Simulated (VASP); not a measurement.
Input of a VASP 6.6.1 run:

Contents of INCAR:

```
  ALGO = Normal
  EDIFF = 1E-6
  ENCUT = 520
  GGA = PE
  ISIF = 2
  ISMEAR = 0
  LASPH = True
  LCHARG = False
  LREAL = False
  LWAVE = False
  NBANDS = 25
  NELM = 100
  PREC = Accurate
  SIGMA = 0.1
```

KPOINTS

```
k-points
0
Gamma
  4 4 4
```

File POSCAR:

```
Li3O
1.0
    0.0000000000      4.3171030232      3.1983633148
    4.3807308306      0.0000000000      3.1983633148
    4.3807308306      4.3171030232      0.0000000000
Li O
6 2
Direct
    0.0297859208      0.9641691553      0.2064780721
    0.9641691553      0.0297859208     -0.2004331482
    0.0435219279      0.4504331482      1.2202140792
    0.4504331482      0.0435219279      0.2858308447
    0.4971717645      0.4971717645      0.5028282355
    0.7471717645      0.7471717645      0.7528282355
    0.0315051679      0.0315051679      0.4684948321
    0.7815051679      0.7815051679      0.2184948321
```

Potentials or basis: VASP PAW PBE potentials, release 64 (Li_sv, O).

Run with:

```sh
$ cat potpaw_PBE.64/Li_sv/POTCAR potpaw_PBE.64/O/POTCAR > POTCAR
$ mpirun -np 1 vasp_std > vasp.out
```

**Question.** Predict the largest force.

**Answer.** 0.033 eV/Å.

**Question.** What does it give for the band gap on the k mesh?

**Answer.** Zero (band 15 reaches 1.83 eV, above the bottom of band 16 at 1.12 eV).

Forces on the atoms (eV/Å):
```
Li  -0.016 -0.010  0.019
Li   0.016  0.010  0.019
Li  -0.016  0.010  0.019
Li   0.016 -0.010  0.019
Li   0.000  0.000 -0.033
Li   0.000  0.000 -0.033
O    0.000  0.000 -0.005
O    0.000  0.000 -0.005
```
